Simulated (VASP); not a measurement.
Here is a VASP 6.6.1 calculation.

File INCAR:

```
PREC = Accurate ; ENCUT = 520
EDIFF = 1E-7 ; ISMEAR = -1
SIGMA = 0.1 ; LREAL = False
LASPH = True ; NELM = 100
ALGO = Normal ; ISIF = 2
LWAVE = False ; LCHARG = False
LDIPOL = True ; IDIPOL = 3
DIPOL = 0.5 0.5 0.500 ; GGA = PE
NBANDS = 45
```

Contents of KPOINTS:

```
regular mesh
0
Gamma
  12 8 1
```

Contents of POSCAR:

```
Ti
1.0
    2.9396968144      0.0000000000      0.0000000000
    0.0000000000      4.6540909819      0.0000000000
    0.0000000000      0.0000000000     21.9403000000
Ti
6
Direct
    0.7500000000      0.7500000000      0.3686846699
    0.2500000000      0.2500000000      0.4073336988
    0.2500000000      0.7500000000      0.4788114172
    0.7500000000      0.2500000000      0.5211885833
    0.7500000000      0.7500000000      0.5926663006
    0.2500000000      0.2500000000      0.6313153302
```

Potentials or basis: VASP PAW PBE potentials, release 64 (Ti_sv).

Command:

```sh
$ cat potpaw_PBE.64/Ti_sv/POTCAR > POTCAR
$ mpirun -np 1 vasp_std > vasp.out
```

Q: Predict the band gap on the k mesh.

A: Zero (band 36 reaches 0.80 eV, above the bottom of band 37 at 0.42 eV).

Q: Estimate the largest force.

A: 0.018 eV/Å.

Forces in eV/Å, atoms in the order of the input:
```
Ti   0.000  0.000  0.018
Ti   0.000  0.000  0.009
Ti   0.000  0.000 -0.005
Ti   0.000  0.000  0.005
Ti   0.000  0.000 -0.009
Ti   0.000  0.000 -0.018
```
